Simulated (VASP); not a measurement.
Crystal: SnSe3.

```
Sn Se
1.0
     0.00000    3.61000    3.61000
     3.61000    0.00000    3.61000
     3.61000    3.61000    0.00000
Sn Se
1 3
Cartesian
  0.0000 0.0000 0.0000
  3.6100 3.6100 3.6100
  1.8050 1.8050 1.8050
  5.4150 5.4150 5.4150
```

| Property | Result |
| --- | --- |
| Program | VASP 6.6.1 |
| Task | relaxation of cell and atoms |
| Functional | PBE |
| Potentials or basis | VASP PAW PBE potentials, release 64 (Sn_d, Se) |
| Cutoff | 500 eV |
| k mesh | 6 × 6 × 6 |
| Occupations | fermi-dirac, width 0.02 eV |
| Spin | no spin polarisation |

At the start: pressure -2.7 GPa; volume 23.52 Å³/atom.

Where does the relaxation end?

Over 3 steps the energy falls by 9.9 meV/atom and the volume is 22.37 Å³/atom (-4.9 %); space group Fm-3m (No. 225, to 0.1 Å) before and after.

Step by step:
| step | energy change (eV) | largest force (eV/Å) | pressure (GPa) | volume (Å³) |
| --- | --- | --- | --- | --- |
| 1 | 0.0000 | 0.0000 | -2.65 | 94.09 |
| 2 | -0.0390 | 0.0000 | 0.38 | 88.89 |
| 3 | -0.0396 | 0.0000 | 0.01 | 89.46 |

Final structure:
```
Sn Se
1.0
     0.00000    3.54982    3.54982
     3.54982    0.00000    3.54982
     3.54982    3.54982    0.00000
Sn Se
1 3
Direct
  0.00000 0.00000 0.00000
  0.50000 0.50000 0.50000
  0.25000 0.25000 0.25000
  0.75000 0.75000 0.75000
```
